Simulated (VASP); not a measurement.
# CuO (P6_3/mmc) in VASP: single point with LDA+U

Aim: the single point of CuO with LDA+U.

Everything below comes from runs of VASP 6.6.1. Logs are shortened: lines on timing, memory, paths and dates and some standing lists are left out, and cuts for length are marked.

## 1. The cell of the first run

The structure is hexagonal, space group P6_3/mmc (No. 194). Conventional cell: a = 3.180 Å, b = 3.180 Å, c = 4.431 Å, α = 90.00°, β = 90.00°, γ = 120.00°. Within 2.8 Å of Cu (site symmetry -3m) lie 6 O at 2.14 Å and 2 Cu at 2.22 Å. O (site symmetry -6m2) has 6 Cu at 2.14 Å and 6 O at 2.88 Å within 2.9 Å.

## 2. Single point, LDA+U

File POSCAR:

```
CuO
1.0
    3.1795331000      0.0000000000      0.0000000000
   -1.5897665500      2.7535564400      0.0000000000
    0.0000000000      0.0000000000      4.4314907300
Cu O
2 2
Direct
    0.0000000000      0.0000000000      0.0000000000
    0.0000000000      0.0000000000      0.5000000000
    0.3333333333      0.6666666667      0.2500000000
    0.6666666667      0.3333333333      0.7500000000
```

File INCAR.step1:

```
SYSTEM = CuO
PREC     = Accurate       ! precision mode
ENCUT    = 610            ! plane-wave cutoff, eV
EDIFF    = 1E-6           ! SCF threshold, eV
ISMEAR   = -1             ! smearing method
SIGMA    = 0.05           ! smearing width, eV
LREAL    = .False.        ! projectors in reciprocal space
LASPH    = .True.         ! aspherical terms in the spheres
NELM     = 200            ! most SCF steps
ALGO     = Normal         ! electronic algorithm
ISIF     = 2              ! what is computed and relaxed
LWAVE    = .False.        ! write WAVECAR
LCHARG   = .True.         ! write CHGCAR
LMAXMIX  = 4              ! l up to which the mixer works
LDAU     = .True.         ! DFT+U
LDAUTYPE = 2            
LDAUL    = 2 -1           ! shell
LDAUU    = 1 0            ! U, eV
LDAUJ    = 0 0          
LDAUPRINT= 1            
GGA      = CA             ! functional
NBANDS   = 33             ! bands
GGA_COMPAT= .False.      
NEDOS    = 2001           ! points of the DOS
LORBIT   = 11             ! projections on sites
```

File KPOINTS.step1:

```
regular mesh
0
Gamma
  10 10 6
  0 0 0
```

File INCAR.step2:

```
SYSTEM = CuO
PREC     = Accurate       ! precision mode
ENCUT    = 610            ! plane-wave cutoff, eV
EDIFF    = 1E-6           ! SCF threshold, eV
ISMEAR   = -5             ! smearing method
SIGMA    = 0.05           ! smearing width, eV
LREAL    = .False.        ! projectors in reciprocal space
LASPH    = .True.         ! aspherical terms in the spheres
NELM     = 200            ! most SCF steps
ALGO     = Normal         ! electronic algorithm
ISIF     = 2              ! what is computed and relaxed
LWAVE    = .False.        ! write WAVECAR
LCHARG   = .False.        ! write CHGCAR
LMAXMIX  = 4              ! l up to which the mixer works
LDAU     = .True.         ! DFT+U
LDAUTYPE = 2            
LDAUL    = 2 -1           ! shell
LDAUU    = 1 0            ! U, eV
LDAUJ    = 0 0          
LDAUPRINT= 1            
GGA      = CA             ! functional
LORBIT   = 11             ! projections on sites
NBANDS   = 33             ! bands
NEDOS    = 1001           ! points of the DOS
ICHARG   = 11             ! starting density
GGA_COMPAT= .False.
```

File KPOINTS.step2:

```
regular mesh
0
Gamma
  15 15 9
  0 0 0
```

Potentials or basis: VASP PAW LDA potentials, release 64 (Cu_sv_GW, O).

Started as:

```
> cat potpaw_LDA.64/Cu_sv_GW/POTCAR potpaw_LDA.64/O/POTCAR > POTCAR
> cp INCAR.step1 INCAR
> cp KPOINTS.step1 KPOINTS
> mpirun -np 1 vasp_std > vasp.out
> cp INCAR.step2 INCAR
> cp KPOINTS.step2 KPOINTS
> mpirun -np 1 vasp_std > vasp.out
```

OUTCAR:

```text
SYSTEM = CuO
   PREC = Accurate
   ENCUT = 610
   EDIFF = 1E-6
   ISMEAR = -5
   LREAL = .False.
   LASPH = .True.
   NELM = 200
   ISIF = 2
   GGA = CA
   LORBIT = 11
   ICHARG = 11

 ion  position               nearest neighbor table
   1  0.000  0.000  0.000-   3 2.14   4 2.14   4 2.14   3 2.14   4 2.14   3 2.14   2 2.22   2 2.22

   2  0.000  0.000  0.500-   3 2.14   4 2.14   4 2.14   3 2.14   4 2.14   3 2.14   1 2.22   1 2.22

   3  0.333  0.667  0.250-   1 2.14   2 2.14   1 2.14   2 2.14   1 2.14   2 2.14
   4  0.667  0.333  0.750-   1 2.14   2 2.14   1 2.14   2 2.14   1 2.14   2 2.14

  LATTYP: Found a hexagonal cell.
 ALAT       =     3.1795331000
 C/A-ratio  =     1.3937551806

  Lattice vectors:

 A1 = (   3.1795331000,   0.0000000000,   0.0000000000)
 A2 = (  -1.5897665500,   2.7535564400,   0.0000000000)
 A3 = (   0.0000000000,   0.0000000000,   4.4314907300)

Analysis of symmetry for initial positions (statically):
=====================================================================
 Subroutine PRICEL returns:
 Original cell was already a primitive cell.

 Routine SETGRP: Setting up the symmetry group for a
 hexagonal supercell.

 Subroutine GETGRP returns: Found 24 space group operations
 (whereof 12 operations were pure point group operations)
 out of a pool of 24 trial point group operations.

The static configuration has the point symmetry D_3d.
 The point group associated with its full space group is D_6h.

Analysis of symmetry for dynamics (positions and initial velocities):
=====================================================================
 Subroutine PRICEL returns:
 Original cell was already a primitive cell.

 Routine SETGRP: Setting up the symmetry group for a
 hexagonal supercell.

[... 195 lines left out ...]
 -0.0445 -0.0000 -0.0000  0.8883  0.0000
  0.0000 -0.0445  0.0000  0.0000  0.8942

spin component  2

  0.8942 -0.0000  0.0000 -0.0445  0.0000
 -0.0000  0.8883 -0.0000 -0.0000 -0.0445
  0.0000 -0.0000  0.9155 -0.0000  0.0000
 -0.0445 -0.0000 -0.0000  0.8883  0.0000
  0.0000 -0.0445  0.0000  0.0000  0.8942

 occupancies and eigenvectors

  o =  0.8466  v =  0.6835  0.0000 -0.0000  0.7300 -0.0000  0.0000  0.0000  0.0000  0.0000  0.0000      0.0000  0.0000  0.0000  0.0000  0.0000  0.0000  0.0000  0.0000  0.0000  0.0000
  o =  0.8466  v =  0.0000  0.0000  0.0000  0.0000  0.0000  0.6835  0.0000 -0.0000  0.7300 -0.0000      0.0000  0.0000  0.0000  0.0000  0.0000  0.0000  0.0000  0.0000  0.0000  0.0000
  o =  0.8466  v =  0.0000 -0.7300  0.0000 -0.0000 -0.6835  0.0000  0.0000  0.0000  0.0000  0.0000      0.0000  0.0000  0.0000  0.0000  0.0000  0.0000  0.0000  0.0000  0.0000  0.0000
  o =  0.8466  v =  0.0000  0.0000  0.0000  0.0000  0.0000  0.0000 -0.7300  0.0000 -0.0000 -0.6835      0.0000  0.0000  0.0000  0.0000  0.0000  0.0000  0.0000  0.0000  0.0000  0.0000
  o =  0.9155  v =  0.0000 -0.0000 -1.0000 -0.0000  0.0000  0.0000  0.0000  0.0000  0.0000  0.0000      0.0000  0.0000  0.0000  0.0000  0.0000  0.0000  0.0000  0.0000  0.0000  0.0000
  o =  0.9155  v =  0.0000  0.0000  0.0000  0.0000  0.0000  0.0000 -0.0000 -1.0000 -0.0000  0.0000      0.0000  0.0000  0.0000  0.0000  0.0000  0.0000  0.0000  0.0000  0.0000  0.0000
  o =  0.9359  v = -0.7300  0.0000 -0.0000  0.6835 -0.0000  0.0000  0.0000  0.0000  0.0000  0.0000      0.0000  0.0000  0.0000  0.0000  0.0000  0.0000  0.0000  0.0000  0.0000  0.0000
  o =  0.9359  v =  0.0000  0.0000  0.0000  0.0000  0.0000 -0.7300  0.0000 -0.0000  0.6835 -0.0000      0.0000  0.0000  0.0000  0.0000  0.0000  0.0000  0.0000  0.0000  0.0000  0.0000
  o =  0.9359  v =  0.0000  0.0000  0.0000  0.0000  0.0000  0.0000 -0.6835  0.0000  0.0000  0.7300      0.0000  0.0000  0.0000  0.0000  0.0000  0.0000  0.0000  0.0000  0.0000  0.0000
  o =  0.9359  v =  0.0000 -0.6835  0.0000  0.0000  0.7300  0.0000  0.0000  0.0000  0.0000  0.0000      0.0000  0.0000  0.0000  0.0000  0.0000  0.0000  0.0000  0.0000  0.0000  0.0000

 number of electron      50.0000017 magnetization

 Free energy of the ion-electron system (eV)
  ---------------------------------------------------
  ext. energy  EPLUGINS =         0.00000000
  ---------------------------------------------------
  free energy    TOTEN  =       -21.11818392 eV

  energy without entropy =      -21.11818392  energy(sigma->0) =      -21.11818392

 E-fermi :   5.2382     XC(G=0): -13.1626

 val. band max:        5.2463815453   @ k =   0.2667   0.2000   0.4444
 cond. band min:       5.1664293588   @ k =   0.2000   0.1333   0.0000
 fundamental gap:     -0.0799521865
 Fermi energy:         5.2382016273

 k-point     1 :       0.0000    0.0000    0.0000
  band No.  band energies     occupation
      1    -105.6256      2.00000
      2    -105.5909      2.00000
      3     -63.8325      2.00000
      4     -63.5768      2.00000
      5     -63.5768      2.00000
      6     -63.5523      2.00000
[... 853 lines left out ...]
     32      18.1378      0.00000
     33      18.4016      0.00000

 [... further k-points ...]
[... 5 lines left out ...]
  --------------------------------------------------------------------------------------
  -------------------------------------------------------------------------------------
  Total       -6.5462422     -6.5462422      4.0191299      0.0000000      0.0000000      0.0000000
  in kB     -270.3307661   -270.3307667    165.9722354      0.0000000      0.0000000      0.0000000
  external PRESSURE =    -124.8964324 kB  Pullay stress =       0.0000000 kB

 VOLUME and BASIS-vectors are now :
 -----------------------------------------------------------------------------
  energy-cutoff  :      610.00
  volume of cell :       38.80
      direct lattice vectors                 reciprocal lattice vectors
     3.179533100  0.000000000  0.000000000     0.314511587  0.181583349  0.000000000
    -1.589766550  2.753556440  0.000000000     0.000000000  0.363166698  0.000000000
     0.000000000  0.000000000  4.431490730     0.000000000  0.000000000  0.225657699

 POSITION                                       TOTAL-FORCE (eV/Angst)
 -----------------------------------------------------------------------------------
      0.00000      0.00000      0.00000         0.000000     -0.000000     -0.000000
      0.00000      0.00000      2.21575         0.000000     -0.000000     -0.000000
     -0.00000      1.83570      1.10787        -0.000000      0.000000     -0.000000
      1.58977      0.91785      3.32362         0.000000     -0.000000      0.000000
 -----------------------------------------------------------------------------------
    total drift:                               -0.000000     -0.000000      0.000000

  FREE ENERGIE OF THE ION-ELECTRON SYSTEM (eV)
  ---------------------------------------------------
  free  energy   TOTEN  =       -21.1181839233 eV

  energy  without entropy=      -21.1181839233  energy(sigma->0) =      -21.11818392

 total charge

# of ion       s       p       d       f       tot
--------------------------------------------------
    1        2.223   6.382   8.934   0.010  17.549
    2        2.223   6.382   8.934   0.010  17.549
    3        1.568   3.283   0.000   0.000   4.851
    4        1.568   3.283   0.000   0.000   4.851
--------------------------------------------------
tot          7.582  19.331  17.868   0.020  44.801
```

OUTCAR.step1:

```text
SYSTEM = CuO
   PREC = Accurate
   ENCUT = 610
   EDIFF = 1E-6
   ISMEAR = -1
   LREAL = .False.
   LASPH = .True.
   NELM = 200
   ISIF = 2
[... 1171 lines left out ...]

  FREE ENERGIE OF THE ION-ELECTRON SYSTEM (eV)
  ---------------------------------------------------
  free  energy   TOTEN  =       -21.1340591795 eV

  energy  without entropy=      -21.1073182543  energy(sigma->0) =      -21.12068872

 total charge

# of ion       s       p       d       f       tot
--------------------------------------------------
    1        2.223   6.382   8.934   0.010  17.548
    2        2.223   6.382   8.934   0.010  17.548
    3        1.568   3.284   0.000   0.000   4.852
    4        1.568   3.284   0.000   0.000   4.852
--------------------------------------------------
tot          7.581  19.332  17.867   0.020  44.801
```

OSZICAR.step1:

```text
N       E                     dE             d eps       ncg     rms          rms(c)
DAV:   1     0.864290183175E+03    0.86429E+03   -0.33826E+04  5967   0.460E+03
DAV:   2     0.542968122230E+02   -0.80999E+03   -0.77327E+03  6147   0.128E+03
DAV:   3    -0.229071537704E+02   -0.77204E+02   -0.75772E+02  6962   0.418E+02
DAV:   4    -0.259142938774E+02   -0.30071E+01   -0.29898E+01  5752   0.935E+01
DAV:   5    -0.260731526367E+02   -0.15886E+00   -0.15877E+00  6448   0.195E+01    0.153E+01
DAV:   6    -0.254714230321E+02    0.60173E+00   -0.38512E+01  6472   0.300E+02    0.161E+01
DAV:   7    -0.211220448830E+02    0.43494E+01   -0.13935E+01  6096   0.252E+02    0.330E+00
DAV:   8    -0.211670364254E+02   -0.44992E-01   -0.12316E+00  6136   0.120E+01    0.189E+00
DAV:   9    -0.211369530843E+02    0.30083E-01   -0.59371E-02  7136   0.126E+01    0.581E-01
DAV:  10    -0.211340322876E+02    0.29208E-02   -0.10365E-02  6112   0.603E+00    0.125E-01
DAV:  11    -0.211341242445E+02   -0.91957E-04   -0.10077E-03  6319   0.436E-01    0.601E-02
DAV:  12    -0.211340635299E+02    0.60715E-04   -0.14745E-04  6672   0.431E-01    0.194E-02
DAV:  13    -0.211340592824E+02    0.42474E-05   -0.13382E-05  5888   0.229E-01    0.520E-03
DAV:  14    -0.211340591795E+02    0.10291E-06   -0.63103E-07  2861   0.304E-02
   1 F= -.21134059E+02 E0= -.21120689E+02  d E =-.267409E-01
```

Wall time 2.9 min (1 thread of Intel Xeon Platinum 8488C (Sapphire Rapids), shared host); peak memory 0.32 GiB.

What came out:

```
Valence electrons inside the program's atomic spheres : Cu 17.55; O 4.85
```

Levels at points of the mesh, in eV from the Fermi level:
```tsv
k point	band 22	band 23	band 24	band 25	band 26	band 27	band 28	band 29
(0.00, 0.00, 0.00)	-1.56	-1.51	-0.19	0.60	0.60	1.48	5.04	11.32
```

Eigenvalues of the final occupation matrices:
| site | spin | trace | eigenvalues |
| --- | --- | --- | --- |
| site 1 d | 1 | 4.48 | 0.85 0.85 0.92 0.94 0.94 |
| site 1 d | 2 | 4.48 | 0.85 0.85 0.92 0.94 0.94 |
| site 2 d | 1 | 4.48 | 0.85 0.85 0.92 0.94 0.94 |
| site 2 d | 2 | 4.48 | 0.85 0.85 0.92 0.94 0.94 |

Caveat: U without spin polarisation on a metal has little footing.
